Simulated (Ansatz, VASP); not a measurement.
Two plane-wave programs on B

```xyz
1
Lattice="1.7657 0.0000 0.0000 0.0000 2.0905 0.0000 -0.7063 0.0000 1.9213" Properties=species:S:1:pos:R:3 pbc="T T T"
B    -0.3531    1.0452    0.9607
```

Alike in both runs: task single point; functional PBE; k mesh 10 × 8 × 8; occupations gaussian, width 0.1 eV; no spin polarisation.

|  | VASP | Ansatz |
| --- | --- | --- |
| version | VASP 6.6.1 | Ansatz 0.2.0 |
| potentials or method | VASP PAW PBE potentials, release 64 (B), cutoff 520 eV | scalar-relativistic, plane waves, PAW |
| valence electrons in the cell | 3 | 3 |

Ansatz gave:

| Item | Value |
| --- | --- |
| gap on the k mesh at the Fermi level (eV) | none |
| pressure (GPa) | -16.5 |
| traceless stress, the component that is largest in VASP (GPa) | 27.02 |

Question: Estimate VASP's values.

Answer: gap on the k mesh at the Fermi level (eV): none; pressure (GPa): -16.5; traceless stress, the component that is largest in VASP (GPa): 27.05.

A gap of «none» marks a metal or a gap that the smearing closes.

The k mesh is coarse, so the values compare programs but aren't converged.
